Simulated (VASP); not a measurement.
Set up this calculation in VASP 6.6.1, as the native input.

```
Task                   : single point
Functional             : PBE
Potentials or basis    : VASP PAW PBE potentials, release 64 (Li_sv, Nb_sv, O)
Cutoff                 : 520 eV
k mesh                 : 1 × 2 × 2, shifted
Occupations            : gaussian, width 0.01 eV
Spin                   : no spin polarisation
Dipole correction      : no
Further INCAR settings : ALGO = Normal; EDIFF = 1e-06; NBANDS = 45
```

The structure of LiNbO3 lies in POSCAR:

```
LiNbO3
1.0
    2.5949501400      1.4981951600      4.6722232500
   -2.5949501350      1.4981951600      4.6722232500
    0.0000000000     -2.9963903200      4.6722232500
Li Nb O
2 2 6
Direct
    0.7183927777      0.7182247406      0.7183542359
    0.2183927777      0.2183542359      0.2182247406
    0.9995011365      0.9998472755      0.9998926830
    0.4995011365      0.4998926830      0.4998472755
    0.2781285329      0.6424619269      0.8886693895
    0.6419945347      0.8893460119      0.2792152346
    0.8901680283      0.2788002962      0.6415582258
    0.3901680283      0.1415582258      0.7788002962
    0.7781285329      0.3886693895      0.1424619269
    0.1419945347      0.7792152346      0.3893460119
```

One way to write it, as run:

INCAR

```
ALGO = Normal
EDIFF = 1E-6
ENCUT = 520
GGA = PE
ISIF = 2
ISMEAR = 0
LASPH = T
LCHARG = F
LREAL = F
LWAVE = F
NBANDS = 45
NELM = 60
PREC = Accurate
SIGMA = 0.01
```

KPOINTS

```
Automatic mesh
0
Gamma
  1 2 2
  0.25 0.25 0.25
```

Potentials or basis: VASP PAW PBE potentials, release 64 (Li_sv, Nb_sv, O).

Launch:

```bash
$ cat potpaw_PBE.64/Li_sv/POTCAR potpaw_PBE.64/Nb_sv/POTCAR potpaw_PBE.64/O/POTCAR > POTCAR
$ mpirun -np 1 vasp_std > vasp.out
```

It gave:

```json
{
 "Largest force": "0.051 eV/Å",
 "Band gap on the k mesh": "3.70 eV"
}
```

Caveat: the k points lie up to 0.57 Å⁻¹ apart; a shifted mesh leaves out Γ, where band edges can lie.

Wall time 31 s on 1 thread of Intel(R) Xeon(R) Platinum 8259CL CPU @ 2.50GHz (Skylake/Cascade Lake), on a shared host, peak memory 0.25 GiB.
